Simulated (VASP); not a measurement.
# K (Fd-3m) in VASP: further runs

Runs on K. Level: BLYP. Tasks: single point, relaxation of cell and atoms.

All numbers are computed with VASP 6.6.1; they aren't measurements. Logs are shortened: lines on timing, memory, paths and dates and some standing lists are left out, and cuts for length are marked.

## 1. The cell of the first run

The structure is cubic, space group Fd-3m (No. 227). The conventional cell has a = 10.548 Å, b = 10.548 Å, c = 10.548 Å, α = 90.00°, β = 90.00°, γ = 90.00°.

This isn't the form of K at room conditions, which is bcc.

## 2. Single point, BLYP (146.70 Å³/atom)

Input file INCAR:

```
SYSTEM = K
PREC = Accurate
ENCUT = 520
EDIFF = 1E-6
ISMEAR = -1
SIGMA = 0.1
LREAL = .False.
LASPH = .True.
NELM = 100
ALGO = Normal
ISIF = 2
LWAVE = .False.
LCHARG = .True.
GGA = B5
ALDAX = 1.0
AGGAX = 1.0
AGGAC = 1.0
ALDAC = 0.0
LELF = .True.
LVHAR = .True.
NBANDS = 16
```

Input file KPOINTS:

```
regular mesh
0
Gamma
  6 6 6
  0 0 0
```

Input file POSCAR:

```
K
1.0
    0.0000000000      5.2739958413      5.2739958413
    5.2739958413      0.0000000000      5.2739958413
    5.2739958413      5.2739958413      0.0000000000
K
2
Direct
    0.1250000000      0.1250000000      0.1250000000
    0.8750000000      0.8750000000      0.8750000000
```

Potentials or basis: VASP PAW PBE potentials, release 64 (K_sv).

Started as:

```bash
> cat potpaw_PBE.64/K_sv/POTCAR > POTCAR
> mpirun -np 1 vasp_std > vasp.out
```

OUTCAR:

```text
SYSTEM = K
   PREC = Accurate
   ENCUT = 520
   EDIFF = 1E-6
   ISMEAR = -1
   LREAL = .False.
   LASPH = .True.
   NELM = 100
   ISIF = 2
   GGA = B5

 ion  position               nearest neighbor table
   1  0.125  0.125  0.125-
   2  0.875  0.875  0.875-

  LATTYP: Found a face centered cubic cell.
 ALAT       =    10.5479916826

  Lattice vectors:

 A1 = (   0.0000000000,   5.2739958413,   5.2739958413)
 A2 = (   5.2739958413,   0.0000000000,   5.2739958413)
 A3 = (   5.2739958413,   5.2739958413,   0.0000000000)

Analysis of symmetry for initial positions (statically):
=====================================================================
 Subroutine PRICEL returns:
 Original cell was already a primitive cell.

 Routine SETGRP: Setting up the symmetry group for a
 face centered cubic supercell.

 Subroutine GETGRP returns: Found 48 space group operations
 (whereof 12 operations were pure point group operations)
 out of a pool of 48 trial point group operations.

The static configuration has the point symmetry D_3d.
 The point group associated with its full space group is O_h .

Analysis of symmetry for dynamics (positions and initial velocities):
=====================================================================
 Subroutine PRICEL returns:
 Original cell was already a primitive cell.

 Routine SETGRP: Setting up the symmetry group for a
 face centered cubic supercell.

 Subroutine GETGRP returns: Found 48 space group operations
 (whereof 12 operations were pure point group operations)
 out of a pool of 48 trial point group operations.

The dynamic configuration has the point symmetry D_3d.
 The point group associated with its full space group is O_h .

 Subroutine INISYM returns: Found 48 space group operations
 (whereof 12 operations are pure point group operations),
 and found     1 'primitive' translations

----------------------------------------------------------------------------------------

                                     Primitive cell

  volume of cell :     293.3927

  direct lattice vectors                    reciprocal lattice vectors
     0.000000000  5.273995841  5.273995841    -0.094804777  0.094804777  0.094804777
     5.273995841  0.000000000  5.273995841     0.094804777 -0.094804777  0.094804777
     5.273995841  5.273995841  0.000000000     0.094804777  0.094804777 -0.094804777

  length of vectors
     7.458556447  7.458556447  7.458556447     0.164206691  0.164206691  0.164206691

  position of ions in fractional coordinates (direct lattice)
     0.125000000  0.125000000  0.125000000
     0.875000000  0.875000000  0.875000000

  ion indices of the primitive-cell ions
   primitive index   ion index
                 1           1
                 2           2

----------------------------------------------------------------------------------------

 KPOINTS: regular mesh

Automatic generation of k-mesh.
 Grid dimensions read from file:
 generate k-points for:    6    6    6

 Generating k-lattice:

  Cartesian coordinates                     Fractional coordinates (reciprocal lattice)
    -0.015800796  0.015800796  0.015800796     0.166666667  0.000000000  0.000000000
     0.015800796 -0.015800796  0.015800796     0.000000000  0.166666667  0.000000000
     0.015800796  0.015800796 -0.015800796     0.000000000  0.000000000  0.166666667

  Length of vectors
     0.027367782  0.027367782  0.027367782

  Shift w.r.t. Gamma in fractional coordinates (k-lattice)
     0.000000000  0.000000000  0.000000000

 Subroutine IBZKPT returns following result:
 ===========================================

 Found     16 irreducible k-points:

 Following reciprocal coordinates:
            Coordinates               Weight
  0.000000  0.000000  0.000000      1.000000
  0.166667  0.000000  0.000000      8.000000
  0.333333  0.000000  0.000000      8.000000
  0.500000  0.000000  0.000000      4.000000
  0.166667  0.166667  0.000000      6.000000
  0.333333  0.166667  0.000000     24.000000
[... 8 lines left out ...]
 -0.333333  0.333333  0.166667     24.000000
 -0.333333  0.500000  0.166667     12.000000
   k-points           NKPTS =     16   k-points in BZ     NKDIM =     16   number of bands    NBANDS=     16
   number of dos      NEDOS =    301   number of ions     NIONS =      2
   total plane-waves  NPLWV = 175616
   dimension x,y,z NGX =    56 NGY =   56 NGZ =   56
   dimension x,y,z NGXF=   112 NGYF=  112 NGZF=  112
   ions per type =               2
   NGX,Y,Z   is equivalent  to a cutoff of  12.48, 12.48, 12.48 a.u.
   NGXF,Y,Z  is equivalent  to a cutoff of  24.96, 24.96, 24.96 a.u.
 SYSTEM =  K
   PREC   = accura    normal or accurate (medium, high low for compatibility)
   ISTART =      0    job   : 0-new  1-cont  2-samecut
   ICHARG =      2    charge: 1-file 2-atom 10-const
   ISPIN  =      1    spin polarized calculation?
   LNONCOLLINEAR =      F non collinear calculations
   LSORBIT =      F    spin-orbit coupling
   LASPH  =      T    aspherical Exc in radial PAW
   ENCUT  =  520.0 eV  38.22 Ry    6.18 a.u.  13.87 13.87 13.87*2*pi/ulx,y,z
   NELM   =    100;   NELMIN=  2; NELMDL= -5     # of ELM steps
   EDIFF  = 0.1E-05   stopping-criterion for ELM
   LREAL  =      F    real-space projection
   EDIFFG = 0.1E-04   stopping-criterion for IOM
   NSW    =      0    number of steps for IOM
   IBRION =     -1    ionic relax: 0-MD 1-quasi-New 2-CG
   NFREE  =      0    steps in history (QN), initial steepest desc. (CG)
   ISIF   =      2    stress and relaxation
   ISYM   =      2    0-nonsym 1-usesym 2-fastsym
   POTIM  = 0.5000    time-step for ionic-motion
   TEBEG  =    0.0;   TEEND  =   0.0 temperature during run
   PSTRESS=    0.0 pullay stress
   NELECT =      18.0000    total number of electrons
   NUPDOWN=      -1.0000    fix difference up-down
   EMIN   =  10.00;   EMAX   =-10.00  energy-range for DOS
   EFERMI =   0.00;   METHOD = LEGACY
   ISMEAR =    -1;   SIGMA  =   0.10  broadening in eV -4-tet -1-fermi 0-gaus
   EFERMI_NEDOS =   21; number of points for ismear=-14 and -15
   IALGO  =     38    algorithm
   IMIX   =      4    mixing-type and parameters
     AMIX     =   0.40;   BMIX     =  1.00
     AMIX_MAG =   1.60;   BMIX_MAG =  1.00
  volume/ion in A,a.u.               =     146.70       989.96
  Fermi-wavevector in a.u.,A,eV,Ry     =   0.645678  1.220154  5.672267  0.416900
  Thomas-Fermi vector in A             =   1.713412
   LORBIT       =      0    0 simple, 1 ext, 2 COOP (PROOUT), +10 PAW based schemes
   GGA     = B5    functional components
   LHFCALC =     F    Hartree Fock is set to
   AEXX    =    0.0000 exact exchange contribution
   IVDW    =     0    specifies the selected vdW correction
   LEPSILON=     F    determine dielectric tensor
   LRPA    =     F    only Hartree local field effects (RPA)
 non-spin polarized calculation
  energy-cutoff  :      520.00
  volume of cell :      293.39
 maximum number of plane-waves:      7924
   NGX = 27   NGY = 27   NGZ = 27

 number of electron      18.0000003 magnetization

 Free energy of the ion-electron system (eV)
  ---------------------------------------------------
  ext. energy  EPLUGINS =         0.00000000
  ---------------------------------------------------
  free energy    TOTEN  =        -1.10860035 eV

  energy without entropy =       -1.06154046  energy(sigma->0) =       -1.08507040

 E-fermi :  -0.8374     XC(G=0):  -3.5367

 val. band max:       -0.8528670207   @ k =   0.5000   0.5000   0.0000
 cond. band min:      -0.8101954138   @ k =  -0.3333   0.5000   0.1667
 fundamental gap:      0.0426716069
 Fermi energy:        -0.8374397293

 k-point     1 :       0.0000    0.0000    0.0000
  band No.  band energies     occupation
      1     -33.3701      2.00000
      2     -33.3663      2.00000
      3     -16.9405      2.00000
      4     -16.9405      2.00000
      5     -16.9405      2.00000
      6     -16.9154      2.00000
[... 8 lines left out ...]
     15       1.6215      0.00000
     16       1.8288      0.00000

 k-point     2 :       0.1667    0.0000    0.0000
  band No.  band energies     occupation
      1     -33.3699      2.00000
      2     -33.3665      2.00000
      3     -16.9411      2.00000
      4     -16.9411      2.00000
      5     -16.9401      2.00000
      6     -16.9158      2.00000
[... 8 lines left out ...]
     15       1.6778      0.00000
     16       1.8399      0.00000

 k-point     3 :       0.3333    0.0000    0.0000
  band No.  band energies     occupation
      1     -33.3694      2.00000
      2     -33.3669      2.00000
      3     -16.9422      2.00000
      4     -16.9422      2.00000
      5     -16.9393      2.00000
      6     -16.9168      2.00000
[... 8 lines left out ...]
     15       1.4906      0.00000
     16       2.1553      0.00000

 k-point     4 :       0.5000    0.0000    0.0000
  band No.  band energies     occupation
      1     -33.3691      2.00000
      2     -33.3672      2.00000
      3     -16.9427      2.00000
      4     -16.9427      2.00000
      5     -16.9388      2.00000
      6     -16.9173      2.00000
[... 8 lines left out ...]
     15       1.3781      0.00000
     16       2.3653      0.00000

 k-point     5 :       0.1667    0.1667    0.0000
  band No.  band energies     occupation
      1     -33.3698      2.00000
      2     -33.3666      2.00000
      3     -16.9417      2.00000
      4     -16.9417      2.00000
      5     -16.9388      2.00000
      6     -16.9171      2.00000
[... 8 lines left out ...]
     15       1.9323      0.00000
     16       1.9347      0.00000

 k-point     6 :       0.3333    0.1667    0.0000
  band No.  band energies     occupation
      1     -33.3694      2.00000
      2     -33.3669      2.00000
      3     -16.9430      2.00000
      4     -16.9429      2.00000
      5     -16.9372      2.00000
      6     -16.9188      2.00000
[... 8 lines left out ...]
     15       1.8611      0.00000
     16       2.0156      0.00000

 k-point     7 :       0.5000    0.1667    0.0000
  band No.  band energies     occupation
      1     -33.3690      2.00000
      2     -33.3674      2.00000
      3     -16.9441      2.00000
      4     -16.9433      2.00000
      5     -16.9360      2.00000
      6     -16.9201      2.00000
[... 8 lines left out ...]
     15       1.7843      0.00000
     16       2.2594      0.00000

 k-point     8 :      -0.3333    0.1667    0.0000
  band No.  band energies     occupation
      1     -33.3691      2.00000
      2     -33.3672      2.00000
      3     -16.9441      2.00000
      4     -16.9427      2.00000
      5     -16.9366      2.00000
      6     -16.9194      2.00000
[... 8 lines left out ...]
     15       1.8037      0.00000
     16       2.1272      0.00000

 k-point     9 :      -0.1667    0.1667    0.0000
  band No.  band energies     occupation
      1     -33.3696      2.00000
      2     -33.3668      2.00000
      3     -16.9428      2.00000
      4     -16.9416      2.00000
      5     -16.9386      2.00000
      6     -16.9174      2.00000
[... 8 lines left out ...]
     15       1.7616      0.00000
     16       1.7992      0.00000

 k-point    10 :       0.3333    0.3333    0.0000
  band No.  band energies     occupation
      1     -33.3691      2.00000
      2     -33.3672      2.00000
      3     -16.9440      2.00000
      4     -16.9440      2.00000
      5     -16.9343      2.00000
      6     -16.9218      2.00000
[... 8 lines left out ...]
     15       2.2712      0.00000
     16       2.2818      0.00000

 k-point    11 :       0.5000    0.3333    0.0000
  band No.  band energies     occupation
      1     -33.3687      2.00000
      2     -33.3677      2.00000
      3     -16.9450      2.00000
      4     -16.9445      2.00000
      5     -16.9317      2.00000
      6     -16.9245      2.00000
[... 8 lines left out ...]
     15       2.1488      0.00000
     16       2.3527      0.00000

 k-point    12 :      -0.3333    0.3333    0.0000
  band No.  band energies     occupation
      1     -33.3687      2.00000
      2     -33.3677      2.00000
      3     -16.9453      2.00000
      4     -16.9439      2.00000
      5     -16.9326      2.00000
      6     -16.9235      2.00000
[... 8 lines left out ...]
     15       1.9417      0.00000
     16       2.3019      0.00000

 k-point    13 :       0.5000    0.5000    0.0000
  band No.  band energies     occupation
      1     -33.3682      2.00000
      2     -33.3682      2.00000
      3     -16.9450      2.00000
      4     -16.9450      2.00000
      5     -16.9281      2.00000
      6     -16.9281      2.00000
[... 8 lines left out ...]
     15       2.4025      0.00000
     16       2.4025      0.00000

 k-point    14 :       0.5000    0.3333    0.1667
  band No.  band energies     occupation
      1     -33.3690      2.00000
      2     -33.3674      2.00000
      3     -16.9446      2.00000
      4     -16.9436      2.00000
      5     -16.9344      2.00000
      6     -16.9217      2.00000
[... 8 lines left out ...]
     15       1.7693      0.00000
     16       2.2022      0.00000

 k-point    15 :      -0.3333    0.3333    0.1667
  band No.  band energies     occupation
      1     -33.3687      2.00000
      2     -33.3677      2.00000
      3     -16.9451      2.00000
      4     -16.9441      2.00000
      5     -16.9325      2.00000
      6     -16.9236      2.00000
[... 8 lines left out ...]
     15       1.8872      0.00000
     16       2.2098      0.00000

 k-point    16 :      -0.3333    0.5000    0.1667
  band No.  band energies     occupation
      1     -33.3682      2.00000
      2     -33.3682      2.00000
      3     -16.9450      2.00000
      4     -16.9450      2.00000
      5     -16.9281      2.00000
      6     -16.9281      2.00000
[... 8 lines left out ...]
     15       2.1405      0.00000
     16       2.1405      0.00000

------------------------ aborting loop because EDIFF is reached ----------------------------------------

  FORCE on cell =-STRESS in cart. coord.  units (eV):
  Direction    XX          YY          ZZ          XY          YZ          ZX
  --------------------------------------------------------------------------------------
  -------------------------------------------------------------------------------------
  Total       -0.1316046     -0.1316046     -0.1316046     -0.0000000      0.0000000      0.0000000
  in kB       -0.7186749     -0.7186749     -0.7186749     -0.0000000      0.0000000      0.0000000
  external PRESSURE =      -0.7186749 kB  Pullay stress =       0.0000000 kB

 VOLUME and BASIS-vectors are now :
 -----------------------------------------------------------------------------
  energy-cutoff  :      520.00
  volume of cell :      293.39
      direct lattice vectors                 reciprocal lattice vectors
     0.000000000  5.273995841  5.273995841    -0.094804777  0.094804777  0.094804777
     5.273995841  0.000000000  5.273995841     0.094804777 -0.094804777  0.094804777
     5.273995841  5.273995841  0.000000000     0.094804777  0.094804777 -0.094804777

 POSITION                                       TOTAL-FORCE (eV/Angst)
 -----------------------------------------------------------------------------------
      1.31850      1.31850      1.31850         0.000000      0.000000      0.000000
      9.22949      9.22949      9.22949        -0.000000     -0.000000     -0.000000
 -----------------------------------------------------------------------------------
    total drift:                                0.000000      0.000000     -0.000000

  FREE ENERGIE OF THE ION-ELECTRON SYSTEM (eV)
  ---------------------------------------------------
  free  energy   TOTEN  =        -1.1086003460 eV

  energy  without entropy=       -1.0615404568  energy(sigma->0) =       -1.08507040
```

Wall time 69 s (1 thread of Intel Xeon 6975P-C (Granite Rapids), shared host); peak memory 0.43 GiB.

What came out:

```
Free energy            : -1.1086 eV
Pressure               : -0.1 GPa
Band gap on the k mesh : zero (bands 9 and 10 overlap by 0.04 eV)
```

Levels at points of the mesh, in eV from the Fermi level:
```tsv
k point	band 7	band 8	band 9	band 10	band 11	band 12
(0.00, 0.00, 0.00)	-16.08	-16.08	-1.30	2.11	2.11	2.11
(0.50, 0.00, 0.00)	-16.08	-16.08	-0.58	0.19	2.02	2.02
(0.50, 0.50, 0.00)	-16.07	-16.07	-0.02	-0.02	1.52	1.52
```

Caveat: the PAW data sets were made with another functional, which shifts forces and pressure a little.

[end of part 1 of 2]

The gap in the log of VASP goes by the Fermi energy; the results here count the filled bands.